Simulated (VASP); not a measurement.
Wanted: the native input for a VASP 6.6.1 run.

```yaml
Task: single point
Functional: PBE
Potentials_or_basis: VASP PAW PBE potentials, release 64 (C)
Cutoff: 520 eV
k_mesh: 7 × 3 × 1
Occupations: gaussian, width 0.1 eV
Spin: no spin polarisation
Dipole_correction: yes
Further_INCAR_settings: ALGO = Normal; EDIFF = 1e-06; NBANDS = 33
```

The structure of C lies in POSCAR:

```
C
1.0
    4.2718357708      0.0000000000      0.0000000000
   -2.1359178854      8.6110540238      0.0000000000
    0.0000000000      0.0000000000     20.2788004813
C
11
Direct
    0.1564123854      0.9794914374      0.1972503257
    0.8230790520      0.9794914374      0.1972503257
    0.6461581040      0.9589828748      0.2574344554
    0.3128247708      0.9589828748      0.2574344554
    0.1338042252      0.9383827949      0.3175270426
    0.8045778963      0.9383825959      0.3175270455
    0.6222260098      0.9176685708      0.3778997975
    0.2954418906      0.9176685766      0.3778997213
    0.0947392957      0.8987953138      0.4329048587
    0.8040522437      0.8987946148      0.4329053136
    0.3447392957      1.3987953138      0.3783932691
```

The input as run:

INCAR

```
SYSTEM = C
ALGO = Normal ; DIPOL = 0.5 0.5 0.322
EDIFF = 1E-6 ; ENCUT = 520
GGA = PE ; IDIPOL = 3
ISIF = 2 ; ISMEAR = 0
LASPH = .True. ; LCHARG = .False.
LDIPOL = .True. ; LREAL = .False.
LWAVE = .False. ; NBANDS = 33
NELM = 60 ; PREC = Accurate
SIGMA = 0.1
```

KPOINTS

```
k-points
0
Gamma
  7 3 1
  0 0 0
```

Potentials or basis: VASP PAW PBE potentials, release 64 (C).

Launch:

```bash
$ cat potpaw_PBE.64/C/POTCAR > POTCAR
$ mpirun -np 1 vasp_std > vasp.out
```

It gave:

```
Largest force          : 6.898 eV/Å
Band gap on the k mesh : zero (bands 22 and 23 overlap by 0.02 eV)
```

Wall time 5.9 min on 1 thread of Intel(R) Xeon(R) 6975P-C (Granite Rapids), on a shared host, peak memory 0.75 GiB.
